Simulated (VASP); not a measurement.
Input of a VASP 6.6.1 run:

File INCAR:

```
SYSTEM = Ge
PREC = Accurate
ENCUT = 520
EDIFF = 1E-7
ISMEAR = 0
SIGMA = 0.1
LREAL = .False.
LASPH = .True.
NELM = 60
ALGO = Normal
ISIF = 2
LWAVE = .False.
LCHARG = .True.
GGA = PE
LELF = .True.
LVHAR = .True.
NBANDS = 21
```

Contents of KPOINTS:

```
regular mesh
0
Gamma
  4 4 6
  0 0 0
```

The input POSCAR:

```
Ge
1.0
    2.6047384454     -2.9380495062      0.0000000000
    2.6047384454      2.9380495062      0.0000000000
    0.0000000000      0.0000000000      2.7210193954
Ge
2
Direct
    0.7750531206      0.2249468794      0.0000000000
    0.2249468794      0.7750531206      0.0000000000
```

Potentials or basis: VASP PAW PBE potentials, release 64 (Ge_d).

Launch:

```sh
$ cat potpaw_PBE.64/Ge_d/POTCAR > POTCAR
$ mpirun -np 1 vasp_std > vasp.out
```

(1) Estimate the pressure.

(2) Estimate the band gap on the k mesh.

(3) What does it give for the largest force?

Answers

(1) 0.0 GPa.

(2) zero (bands 14 and 15 overlap by 3.08 eV).

(3) 0.012 eV/Å.

Caveat: the k points lie up to 0.40 Å⁻¹ apart, too coarse for converged energies and pressures of a metal.
